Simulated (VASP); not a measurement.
Te2Au, 3 atoms in the cell. It takes space group P-3m1 (No. 164, trigonal). The conventional cell has a = 4.301 Å, b = 4.301 Å, c = 5.401 Å, α = 90.00°, β = 90.00°, γ = 120.00°. Te (site symmetry 3m) has 3 Au at 2.90 Å and 6 Te at 3.45 to 3.90 Å within 3.9 Å. Au (site symmetry -3m) has 6 Te at 2.90 Å within 3.8 Å. 

| Quantity | Value |
| --- | --- |
| Program | VASP 6.6.1 |
| Task | single point |
| Functional | r2SCAN |
| Potentials or basis | VASP PAW PBE potentials, release 64 (Te, Au) |
| Cutoff | 520 eV |
| k mesh | 12 × 12 × 8 |
| Occupations | gaussian, width 0.1 eV |
| Spin | no spin polarisation |
| Dipole correction | no |
| Further INCAR settings | ALGO = Normal; EDIFF = 1e-06; NBANDS = 18 |

Potentials or basis: VASP PAW PBE potentials, release 64 (Te, Au).

Launch:

```bash
$ cat potpaw_PBE.64/Te/POTCAR potpaw_PBE.64/Au/POTCAR > POTCAR
$ cp INCAR.step1 INCAR
$ mpirun -np 1 vasp_std > vasp.out
$ cp INCAR.step2 INCAR
$ mpirun -np 1 vasp_std > vasp.out
```

Hardware: 1 thread of Intel(R) Xeon(R) 6975P-C (Granite Rapids) (shared host).

Question: Estimate the wall time of this run.

Answer: It took 3.4 min on 1 thread of Intel(R) Xeon(R) 6975P-C (Granite Rapids) (shared host), peak memory 0.35 GiB. Counts: k points 131.
